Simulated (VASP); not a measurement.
Wanted: the native input for a VASP 6.6.1 run.

| Item | Value |
| --- | --- |
| Task | single point |
| Functional | BLYP |
| Potentials or basis | VASP PAW PBE potentials, release 64 (Ir_sv_GW) |
| Cutoff | 500 eV |
| k mesh | 22 × 22 × 22 |
| Occupations | fermi-dirac, width 0.1 eV |
| Spin | no spin polarisation |
| Dipole correction | no |
| Second run | valence_matched |
| Further INCAR settings | ALGO = Normal; EDIFF = 1e-06; NBANDS = 14 |

The structure of Ir lies in POSCAR:

```
Ir
1.0
    0.0000000000      1.9947510883      1.9947510883
    1.9947510883      0.0000000000      1.9947510883
    1.9947510883      1.9947510883      0.0000000000
Ir
1
Direct
    0.0000000000      0.0000000000      0.0000000000
```

This cell differs from its parent crystal: volume scaled by 1.04.

One way to write it, as run:

INCAR

```
PREC = Accurate ; ENCUT = 500
EDIFF = 1E-6 ; ISMEAR = -1
SIGMA = 0.1 ; LREAL = F
LASPH = T ; NELM = 120
ALGO = Normal ; ISIF = 2
LWAVE = F ; LCHARG = F
GGA = B5 ; ALDAX = 1.0
AGGAX = 1.0 ; AGGAC = 1.0
ALDAC = 0.0 ; NBANDS = 14
GGA_COMPAT = F
```

KPOINTS

```
regular mesh
0
Gamma
  22 22 22
```

Potentials or basis: VASP PAW PBE potentials, release 64 (Ir_sv_GW).

The run is started by

```console
$ cat potpaw_PBE.64/Ir_sv_GW/POTCAR > POTCAR
$ mpirun -np 1 vasp_std > vasp.out
```

Results of the run:

```yaml
Pressure: -11.8 GPa
```

Caveat: the PAW data sets were made with another functional, which shifts forces and pressure a little.

It took 23 s on 1 thread of Intel(R) Xeon(R) 6975P-C (Granite Rapids), with other jobs on the host, peak memory 0.19 GiB.
